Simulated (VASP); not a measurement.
# MoRu2 (Fd-3m) in VASP: a series of runs

The runs below take MoRu2 through single point, relaxation of cell and atoms, with PBE.

All numbers are computed with VASP 6.6.1; they aren't measurements. Logs are shortened: lines on timing, memory, paths and dates and some standing lists are left out, and cuts for length are marked.

### 1 The cell of the first run

The structure is cubic, space group Fd-3m (No. 227). Conventional cell: a = 7.116 Å, b = 7.116 Å, c = 7.116 Å, α = 90.00°, β = 90.00°, γ = 90.00°. Within 3.9 Å of Mo (site symmetry -43m) lie 12 Ru at 2.95 Å and 4 Mo at 3.08 Å. Ru (site symmetry -3m) has 6 Ru at 2.52 Å and 6 Mo at 2.95 Å within 3.3 Å.

### 2 Single point, PBE

Contents of INCAR:

```
SYSTEM = MoRu2
PREC = Accurate
ENCUT = 520
EDIFF = 1E-6
ISMEAR = 0
SIGMA = 0.1
LREAL = .False.
LASPH = .True.
NELM = 60
ALGO = Fast
ISIF = 2
LWAVE = .False.
LCHARG = .False.
GGA = PE
NBANDS = 51
```

Contents of KPOINTS:

```
Automatic mesh
0
Gamma
  10 10 10
  0 0 0
```

Contents of POSCAR:

```
MoRu2
1.0
    0.0000000000      3.5579355472      3.5579355472
    3.5579355472      0.0000000000      3.5579355472
    3.5579355472      3.5579355472      0.0000000000
Mo Ru
2 4
Direct
    0.7500000000      0.7500000000      0.7500000000
    0.5000000000      0.5000000000      0.5000000000
    0.1250000000      0.1250000000      0.1250000000
    0.1250000000      0.1250000000      0.6250000000
    0.1250000000      0.6250000000      0.1250000000
    0.6250000000      0.1250000000      0.1250000000
```

Potentials or basis: VASP PAW PBE potentials, release 64 (Mo_sv, Ru_pv).

Run with:

```bash
> cat potpaw_PBE.64/Mo_sv/POTCAR potpaw_PBE.64/Ru_pv/POTCAR > POTCAR
> mpirun -np 1 vasp_std > vasp.out
```

OUTCAR:

```text
SYSTEM = MoRu2
   PREC = Accurate
   ENCUT = 520
   EDIFF = 1E-6
   ISMEAR = 0
   LREAL = .False.
   LASPH = .True.
   NELM = 60
   ISIF = 2
   GGA = PE

 ion  position               nearest neighbor table
   1  0.750  0.750  0.750-   4 2.95   5 2.95   6 2.95   3 2.95   5 2.95   6 2.95   3 2.95   4 2.95
                             6 2.95   3 2.95   4 2.95   5 2.95   2 3.08   2 3.08   2 3.08   2 3.08
   2  0.500  0.500  0.500-   3 2.95   4 2.95   5 2.95   3 2.95   4 2.95   6 2.95   3 2.95   5 2.95
                             6 2.95   4 2.95   5 2.95   6 2.95   1 3.08   1 3.08   1 3.08   1 3.08
   3  0.125  0.125  0.125-   4 2.52   5 2.52   6 2.52   4 2.52   5 2.52   6 2.52   2 2.95   1 2.95
                             2 2.95   1 2.95   2 2.95   1 2.95
   4  0.125  0.125  0.625-   3 2.52   3 2.52   5 2.52   6 2.52   5 2.52   6 2.52   1 2.95   2 2.95
                             2 2.95   1 2.95   2 2.95   1 2.95
   5  0.125  0.625  0.125-   3 2.52   4 2.52   3 2.52   4 2.52   6 2.52   6 2.52   1 2.95   1 2.95
                             2 2.95   1 2.95   2 2.95   2 2.95
   6  0.625  0.125  0.125-   3 2.52   4 2.52   5 2.52   3 2.52   4 2.52   5 2.52   1 2.95   2 2.95
                             1 2.95   2 2.95   1 2.95   2 2.95

  LATTYP: Found a face centered cubic cell.
 ALAT       =     7.1158710944

  Lattice vectors:

 A1 = (   0.0000000000,   3.5579355472,   3.5579355472)
 A2 = (   3.5579355472,   0.0000000000,   3.5579355472)
 A3 = (   3.5579355472,   3.5579355472,   0.0000000000)

Analysis of symmetry for initial positions (statically):
=====================================================================
 Subroutine PRICEL returns:
 Original cell was already a primitive cell.

 Routine SETGRP: Setting up the symmetry group for a
 face centered cubic supercell.

 Subroutine GETGRP returns: Found 48 space group operations
 (whereof 24 operations were pure point group operations)
 out of a pool of 48 trial point group operations.

The static configuration has the point symmetry T_d .
 The point group associated with its full space group is O_h .

Analysis of symmetry for dynamics (positions and initial velocities):
=====================================================================
 Subroutine PRICEL returns:
 Original cell was already a primitive cell.

 Routine SETGRP: Setting up the symmetry group for a
 face centered cubic supercell.

 Subroutine GETGRP returns: Found 48 space group operations
 (whereof 24 operations were pure point group operations)
 out of a pool of 48 trial point group operations.

The dynamic configuration has the point symmetry T_d .
 The point group associated with its full space group is O_h .

 Subroutine INISYM returns: Found 48 space group operations
 (whereof 24 operations are pure point group operations),
 and found     1 'primitive' translations

----------------------------------------------------------------------------------------

                                     Primitive cell

  volume of cell :      90.0791

  direct lattice vectors                    reciprocal lattice vectors
     0.000000000  3.557935547  3.557935547    -0.140530932  0.140530932  0.140530932
     3.557935547  0.000000000  3.557935547     0.140530932 -0.140530932  0.140530932
     3.557935547  3.557935547  0.000000000     0.140530932  0.140530932 -0.140530932

  length of vectors
     5.031680705  5.031680705  5.031680705     0.243406715  0.243406715  0.243406715

  position of ions in fractional coordinates (direct lattice)
     0.750000000  0.750000000  0.750000000
     0.500000000  0.500000000  0.500000000
     0.125000000  0.125000000  0.125000000
     0.125000000  0.125000000  0.625000000
     0.125000000  0.625000000  0.125000000
     0.625000000  0.125000000  0.125000000

  ion indices of the primitive-cell ions
   primitive index   ion index
                 1           1
                 2           2
                 3           3
                 4           4
                 5           5
                 6           6

----------------------------------------------------------------------------------------

 KPOINTS: Automatic mesh

Automatic generation of k-mesh.
 Grid dimensions read from file:
 generate k-points for:   10   10   10

 Generating k-lattice:

  Cartesian coordinates                     Fractional coordinates (reciprocal lattice)
    -0.014053093  0.014053093  0.014053093     0.100000000  0.000000000  0.000000000
     0.014053093 -0.014053093  0.014053093     0.000000000  0.100000000  0.000000000
     0.014053093  0.014053093 -0.014053093     0.000000000  0.000000000  0.100000000

  Length of vectors
     0.024340672  0.024340672  0.024340672

  Shift w.r.t. Gamma in fractional coordinates (k-lattice)
     0.000000000  0.000000000  0.000000000

 Subroutine IBZKPT returns following result:
 ===========================================

 Found     47 irreducible k-points:

 Following reciprocal coordinates:
            Coordinates               Weight
  0.000000  0.000000  0.000000      1.000000
  0.100000  0.000000  0.000000      8.000000
  0.200000  0.000000  0.000000      8.000000
  0.300000  0.000000  0.000000      8.000000
  0.400000  0.000000  0.000000      8.000000
  0.500000  0.000000  0.000000      4.000000
[... 16 lines left out ...]
  0.300000  0.300000  0.000000      6.000000
  0.400000  0.300000  0.000000     24.000000
 [... further k-points ...]
   k-points           NKPTS =     47   k-points in BZ     NKDIM =     47   number of bands    NBANDS=     51
   number of dos      NEDOS =    301   number of ions     NIONS =      6
   total plane-waves  NPLWV =  64000
   dimension x,y,z NGX =    40 NGY =   40 NGZ =   40
   dimension x,y,z NGXF=    80 NGYF=   80 NGZF=   80
   ions per type =               2   4
   NGX,Y,Z   is equivalent  to a cutoff of  13.22, 13.22, 13.22 a.u.
   NGXF,Y,Z  is equivalent  to a cutoff of  26.43, 26.43, 26.43 a.u.
 SYSTEM =  MoRu2
   PREC   = accura    normal or accurate (medium, high low for compatibility)
   ISTART =      0    job   : 0-new  1-cont  2-samecut
   ICHARG =      2    charge: 1-file 2-atom 10-const
   ISPIN  =      1    spin polarized calculation?
   LNONCOLLINEAR =      F non collinear calculations
   LSORBIT =      F    spin-orbit coupling
   LASPH  =      T    aspherical Exc in radial PAW
   ENCUT  =  520.0 eV  38.22 Ry    6.18 a.u.   9.36  9.36  9.36*2*pi/ulx,y,z
   NELM   =     60;   NELMIN=  2; NELMDL= -5     # of ELM steps
   EDIFF  = 0.1E-05   stopping-criterion for ELM
   LREAL  =      F    real-space projection
   EDIFFG = 0.1E-04   stopping-criterion for IOM
   NSW    =      0    number of steps for IOM
   IBRION =     -1    ionic relax: 0-MD 1-quasi-New 2-CG
   NFREE  =      0    steps in history (QN), initial steepest desc. (CG)
   ISIF   =      2    stress and relaxation
   ISYM   =      2    0-nonsym 1-usesym 2-fastsym
   POTIM  = 0.5000    time-step for ionic-motion
   TEBEG  =    0.0;   TEEND  =   0.0 temperature during run
   PSTRESS=    0.0 pullay stress
   NELECT =      84.0000    total number of electrons
   NUPDOWN=      -1.0000    fix difference up-down
   EMIN   =  10.00;   EMAX   =-10.00  energy-range for DOS
   EFERMI =   0.00;   METHOD = LEGACY
   ISMEAR =     0;   SIGMA  =   0.10  broadening in eV -4-tet -1-fermi 0-gaus
   EFERMI_NEDOS =   21; number of points for ismear=-14 and -15
   IALGO  =     68    algorithm
   IMIX   =      4    mixing-type and parameters
     AMIX     =   0.40;   BMIX     =  1.00
     AMIX_MAG =   1.60;   BMIX_MAG =  1.00
  volume/ion in A,a.u.               =      15.01       101.31
  Fermi-wavevector in a.u.,A,eV,Ry     =   1.599410  3.022447 34.805239  2.558113
  Thomas-Fermi vector in A             =   2.696707
   LORBIT       =      0    0 simple, 1 ext, 2 COOP (PROOUT), +10 PAW based schemes
   GGA     = PE    functional components
   LHFCALC =     F    Hartree Fock is set to
   AEXX    =    0.0000 exact exchange contribution
   IVDW    =     0    specifies the selected vdW correction
   LEPSILON=     F    determine dielectric tensor
   LRPA    =     F    only Hartree local field effects (RPA)
 non-spin polarized calculation
 RMM-DIIS sequential band-by-band and
 Gauss-broadening in eV      SIGMA  =   0.10
  energy-cutoff  :      520.00
  volume of cell :       90.08
 maximum number of plane-waves:      2452
 NGX is ok and might be reduce to    40
   NGX = 19   NGY = 19   NGZ = 19

 number of electron      84.0000006 magnetization

 Free energy of the ion-electron system (eV)
  ---------------------------------------------------
  ext. energy  EPLUGINS =         0.00000000
  ---------------------------------------------------
  free energy    TOTEN  =       -56.93392532 eV

  energy without entropy =      -56.88960229  energy(sigma->0) =      -56.91176380

 E-fermi :  12.0155     XC(G=0): -13.5187

 val. band max:       12.0104803118   @ k =   0.3000   0.1000   0.0000
 cond. band min:      12.0331275964   @ k =  -0.1000   0.1000   0.0000
 fundamental gap:      0.0226472846
 Fermi energy:        12.0154585318

 k-point     1 :       0.0000    0.0000    0.0000
  band No.  band energies     occupation
      1     -49.2571      2.00000
      2     -49.2062      2.00000
      3     -32.2776      2.00000
      4     -31.4672      2.00000
      5     -31.4672      2.00000
      6     -31.4672      2.00000
[... 43 lines left out ...]
     50      14.8324      0.00000
     51      14.8324      0.00000

 k-point     2 :       0.1000    0.0000    0.0000
  band No.  band energies     occupation
      1     -49.2562      2.00000
      2     -49.2071      2.00000
      3     -32.2537      2.00000
      4     -31.4615      2.00000
      5     -31.4561      2.00000
      6     -31.4561      2.00000
[... 43 lines left out ...]
     50      14.6164      0.00000
     51      15.0095      0.00000

 k-point     3 :       0.2000    0.0000    0.0000
  band No.  band energies     occupation
      1     -49.2537      2.00000
      2     -49.2098      2.00000
      3     -32.1883      2.00000
      4     -31.4418      2.00000
      5     -31.4272      2.00000
      6     -31.4272      2.00000
[... 1123 lines left out ...]
     50      14.2118      0.00000
     51      14.2119      0.00000

 k-point    24 :       0.4000    0.3000    0.0000
  band No.  band energies     occupation
      1     -49.2432      2.00000
      2     -49.2205      2.00000
      3     -31.9237      2.00000
      4     -31.5230      2.00000
      5     -31.2534      2.00000
      6     -31.2506      2.00000
[... 43 lines left out ...]
     50      13.9519      0.00000
     51      14.1756      0.00000

 [... further k-points ...]

------------------------ aborting loop because EDIFF is reached ----------------------------------------

  FORCE on cell =-STRESS in cart. coord.  units (eV):
  Direction    XX          YY          ZZ          XY          YZ          ZX
  --------------------------------------------------------------------------------------
  -------------------------------------------------------------------------------------
  Total        0.0707769      0.0707769      0.0707769     -0.0000000     -0.0000000      0.0000000
  in kB        1.2588610      1.2588610      1.2588610     -0.0000000     -0.0000000      0.0000000
  external PRESSURE =       1.2588610 kB  Pullay stress =       0.0000000 kB

 VOLUME and BASIS-vectors are now :
 -----------------------------------------------------------------------------
  energy-cutoff  :      520.00
  volume of cell :       90.08
      direct lattice vectors                 reciprocal lattice vectors
     0.000000000  3.557935547  3.557935547    -0.140530932  0.140530932  0.140530932
     3.557935547  0.000000000  3.557935547     0.140530932 -0.140530932  0.140530932
     3.557935547  3.557935547  0.000000000     0.140530932  0.140530932 -0.140530932

 POSITION                                       TOTAL-FORCE (eV/Angst)
 -----------------------------------------------------------------------------------
      5.33690      5.33690      5.33690         0.000000      0.000000      0.000000
      3.55794      3.55794      3.55794        -0.000000     -0.000000     -0.000000
      0.88948      0.88948      0.88948         0.000000     -0.000000     -0.000000
      2.66845      2.66845      0.88948         0.000000     -0.000000     -0.000000
      2.66845      0.88948      2.66845         0.000000     -0.000000     -0.000000
      0.88948      2.66845      2.66845         0.000000     -0.000000     -0.000000
 -----------------------------------------------------------------------------------
    total drift:                                0.000000     -0.000000      0.000000

  FREE ENERGIE OF THE ION-ELECTRON SYSTEM (eV)
  ---------------------------------------------------
  free  energy   TOTEN  =       -56.9339253161 eV

  energy  without entropy=      -56.8896022924  energy(sigma->0) =      -56.91176380
```

Wall time 3.4 min (1 thread of AMD EPYC 9R45 (Zen 5), shared host); peak memory 0.31 GiB.

Results:

```
Free energy            : -56.9339 eV
Pressure               : 0.1 GPa
Band gap on the k mesh : zero (band 42 reaches 12.19 eV, above the bottom of band 43 at 11.56 eV)
```

### 3 Relaxation of cell and atoms, PBE

Contents of INCAR:

```
  PREC = Accurate
  ENCUT = 600
  EDIFF = 1E-7
  ISMEAR = 0
  SIGMA = 0.1
  LREAL = F
  LASPH = T
  NELM = 60
  ALGO = Fast
  ISIF = 3
  LWAVE = F
  LCHARG = F
  GGA = PE
  IBRION = 2
  NSW = 100
  EDIFFG = -0.01
```

Contents of KPOINTS:

```
regular mesh
0
Gamma
  10 10 10
```

Edit POSCAR of step 2 so:

```diff
@@ -2,5 +2,5 @@
 1.0
-    0.0000000000      3.5579355472      3.5579355472
-    3.5579355472      0.0000000000      3.5579355472
-    3.5579355472      3.5579355472      0.0000000000
+    0.0000000000      3.5575120847      3.5575120847
+    3.5575120847      0.0000000000      3.5575120847
+    3.5575120847      3.5575120847      0.0000000000
 Mo Ru
```

Potentials or basis: VASP PAW PBE potentials, release 64 (Mo_sv, Ru_pv).

Run with:

```bash
> cat potpaw_PBE.64/Mo_sv/POTCAR potpaw_PBE.64/Ru_pv/POTCAR > POTCAR
> mpirun -np 1 vasp_std > vasp.out
```

OUTCAR:

```text
PREC = Accurate
   ENCUT = 600
   EDIFF = 1E-7
   ISMEAR = 0
   LREAL = F
   LASPH = T
   NELM = 60
   ISIF = 3
   GGA = PE
   IBRION = 2
   NSW = 100
   EDIFFG = -0.01

 ion  position               nearest neighbor table
   1  0.750  0.750  0.750-   4 2.95   5 2.95   6 2.95   3 2.95   5 2.95   6 2.95   3 2.95   3 2.95
                             6 2.95   4 2.95   4 2.95   5 2.95   2 3.08   2 3.08   2 3.08   2 3.08
   2  0.500  0.500  0.500-   3 2.95   3 2.95   3 2.95   5 2.95   6 2.95   4 2.95   5 2.95   6 2.95
                             4 2.95   6 2.95   5 2.95   4 2.95   1 3.08   1 3.08   1 3.08   1 3.08
   3  0.125  0.125  0.125-   4 2.52   5 2.52   6 2.52   4 2.52   5 2.52   6 2.52   2 2.95   1 2.95
                             2 2.95   1 2.95   2 2.95   1 2.95
   4  0.125  0.125  0.625-   3 2.52   3 2.52   5 2.52   6 2.52   5 2.52   6 2.52   1 2.95   2 2.95
                             2 2.95   1 2.95   2 2.95   1 2.95
   5  0.125  0.625  0.125-   3 2.52   4 2.52   3 2.52   4 2.52   6 2.52   6 2.52   2 2.95   1 2.95
[... 289 lines left out ...]
 E-fermi :  12.0114     XC(G=0): -13.5173

 val. band max:       12.0064084240   @ k =   0.3000   0.1000   0.0000
 cond. band min:      12.0290597723   @ k =  -0.1000   0.1000   0.0000
 fundamental gap:      0.0226513483
 Fermi energy:        12.0113892901

 k-point     1 :       0.0000    0.0000    0.0000
  band No.  band energies     occupation
      1     -49.2615      2.00000
      2     -49.2107      2.00000
      3     -32.2805      2.00000
      4     -31.4707      2.00000
      5     -31.4707      2.00000
      6     -31.4707      2.00000
[... 1261 lines left out ...]
     49      13.8856      0.00000
     50      13.9474      0.00000

 [... further k-points ...]

------------------------ aborting loop because EDIFF is reached ----------------------------------------

  FORCE on cell =-STRESS in cart. coord.  units (eV):
  Direction    XX          YY          ZZ          XY          YZ          ZX
  --------------------------------------------------------------------------------------
  -------------------------------------------------------------------------------------
  Total        0.0001284      0.0001284      0.0001284      0.0000000     -0.0000000     -0.0000000
  in kB        0.0022831      0.0022831      0.0022831      0.0000000     -0.0000000     -0.0000000
  external PRESSURE =       0.0022831 kB  Pullay stress =       0.0000000 kB
[... 21 lines left out ...]
  FREE ENERGIE OF THE ION-ELECTRON SYSTEM (eV)
  ---------------------------------------------------
  free  energy   TOTEN  =       -56.9326625784 eV

  energy  without entropy=      -56.8883233886  energy(sigma->0) =      -56.91049298

 reached required accuracy - stopping structural energy minimisation
```

OSZICAR:

```text
N       E                     dE             d eps       ncg     rms          rms(c)
DAV:   1     0.116869270995E+04    0.11687E+04   -0.55552E+04  4700   0.203E+03
DAV:   2    -0.151493577724E+02   -0.11838E+04   -0.11596E+04  4936   0.613E+02
DAV:   3    -0.601803835848E+02   -0.45031E+02   -0.43343E+02  5862   0.118E+02
[... 38 lines left out ...]
RMM:   5    -0.569326532610E+02   -0.62372E-04   -0.32245E-04  5143   0.709E-02    0.185E-02
RMM:   6    -0.569326637280E+02   -0.10467E-04   -0.98495E-05  5235   0.338E-02    0.714E-03
RMM:   7    -0.569326635808E+02    0.14718E-06   -0.13754E-05  4882   0.186E-02    0.402E-03
RMM:   8    -0.569326626588E+02    0.92199E-06   -0.57539E-06  5264   0.844E-03    0.130E-03
RMM:   9    -0.569326625784E+02    0.80396E-07   -0.58090E-07  3503   0.407E-03
   3 F= -.56932663E+02 E0= -.56910493E+02  d E =-.263984E-04
```

Wall time 6.8 min (1 thread of AMD EPYC 9R45 (Zen 5), shared host); peak memory 0.36 GiB.

What came out:

| Quantity | Value |
| --- | --- |
| Free energy | -56.9327 eV |
| Relaxed volume | 15.02 Å³/atom |
| Relaxed cell | a = 5.032 Å, b = 5.032 Å, c = 5.032 Å, α = 60.00°, β = 60.00°, γ = 60.00° |
| Space group after relaxing (to 0.05 Å) | Fd-3m (No. 227) |
| Energy gained by relaxing | 0.0 meV/atom |
| Ionic steps | 3 |
| Pressure after relaxing | 0.0 GPa |
| Band gap on the k mesh | zero (band 42 reaches 12.19 eV, above the bottom of band 43 at 11.56 eV) |

Final structure:
```
CELL_PARAMETERS angstrom
0.00000 3.55820 3.55820
3.55820 0.00000 3.55820
3.55820 3.55820 0.00000
ATOMIC_POSITIONS crystal
Mo 0.75000 0.75000 0.75000
Mo 0.50000 0.50000 0.50000
Ru 0.12500 0.12500 0.12500
Ru 0.12500 0.12500 0.62500
Ru 0.12500 0.62500 0.12500
Ru 0.62500 0.12500 0.12500
```
